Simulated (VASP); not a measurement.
A run of VASP 6.6.1 is set up as follows.

INCAR

```
PREC = Accurate
ENCUT = 520
EDIFF = 1E-7
ISMEAR = 0
SIGMA = 0.05
LREAL = False
LASPH = True
NELM = 60
ALGO = Normal
ISIF = 2
LWAVE = False
LCHARG = False
GGA = PS
NBANDS = 34
```

The input KPOINTS:

```
regular mesh
0
Gamma
  10 10 10
```

POSCAR

```
Li4NbO4
1.0
   -3.8119495391      3.8119495391      1.6301049253
    3.8119495391     -3.8119495391      1.6301049253
    3.8119495391      3.8119495391     -1.6301049253
Li Nb O
4 1 4
Direct
    0.3341549847      0.1042055979      0.4383605826
    0.8426719780      0.3341549847      0.1768269627
    0.1573280220      0.6658450153      0.8231730373
    0.6658450153      0.8426719780      0.5085169933
    0.0000000000      0.0000000000      0.0000000000
    0.7589255465      0.0797104317      0.8386359782
    0.9202895683      0.7589255465      0.6792151148
    0.0797104317      0.2410744535      0.3207848852
    0.2410744535      0.9202895683      0.1613640218
```

Potentials or basis: VASP PAW PBE potentials, release 64 (Li_sv, Nb_sv, O).

Command:

```bash
$ cat potpaw_PBE.64/Li_sv/POTCAR potpaw_PBE.64/Nb_sv/POTCAR potpaw_PBE.64/O/POTCAR > POTCAR
$ mpirun -np 1 vasp_std > vasp.out
```

Question: Estimate the largest force.

Answer: 4.184 eV/Å.

Question: What does it give for the band gap on the k mesh?

Answer: Zero (an odd number of electrons rules out a gap without spin polarisation).

Forces on the atoms (eV/Å):
```
Li   3.889  1.544  0.000
Li  -0.355 -0.009  0.000
Li   0.017 -0.044  0.000
Li  -0.220  0.332  0.000
Nb  -0.321 -1.084  0.000
O    0.044  0.060  0.000
O   -0.178  0.104  0.000
O   -0.219 -0.119  0.000
O   -2.658 -0.784  0.000
```

Caveat: the cell differs from its parent crystal (atom 1 (Li) moved by -0.405 Å along [1 0 0] and +0.000 Å along [0 1 0]); the PAW data sets were made with another functional, which shifts forces and pressure a little; an odd number of electrons without spin polarisation forces a metal; a magnetic or distorted state may lie lower.
